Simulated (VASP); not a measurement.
CuI: single point with r2SCAN

The system is CuI.

```
Cu I
1.0
     0.00000    3.01173    3.01173
     3.01173    0.00000    3.01173
     3.01173    3.01173    0.00000
Cu I
1 1
Cartesian
  1.5059 1.5059 1.5059
  0.0000 0.0000 0.0000
```

| Item | Value |
| --- | --- |
| Program | VASP 6.6.1 |
| Task | single point |
| Functional | r2SCAN |
| Potentials or basis | VASP PAW PBE potentials, release 64 (Cu, I) |
| Cutoff | 520 eV |
| k mesh | 8 × 8 × 8 |
| Occupations | gaussian, width 0.02 eV |
| Spin | no spin polarisation |
| Dipole correction | no |
| Further INCAR settings | ALGO = Normal; EDIFF = 1e-06; NBANDS = 16 |

```
Pressure               : -0.1 GPa
Band gap on the k mesh : 1.67 eV
```

Levels at points of the mesh, in eV from the valence-band top:
```
           k point  band 7  band 8  band 9  band 10  band 11  band 12
(0.00, 0.00, 0.00)    0.00    0.00    0.00     1.67     5.22     5.22
(0.50, 0.00, 0.00)   -1.85   -0.74   -0.74     2.57     5.73     5.73
(0.50, 0.50, 0.00)   -1.82   -1.57   -1.57     2.90     3.17     9.94
```

Wall time 100 s on 1 thread of Intel Xeon 8259CL, with other jobs on the host, peak memory 0.2 GiB.

Caveat: the PAW data sets were made with another functional, which shifts forces and pressure a little; spin-orbit coupling is left out, which moves the levels of the heavy elements. r2SCAN opens gaps a little over a GGA but as a rule still falls short of measured ones.
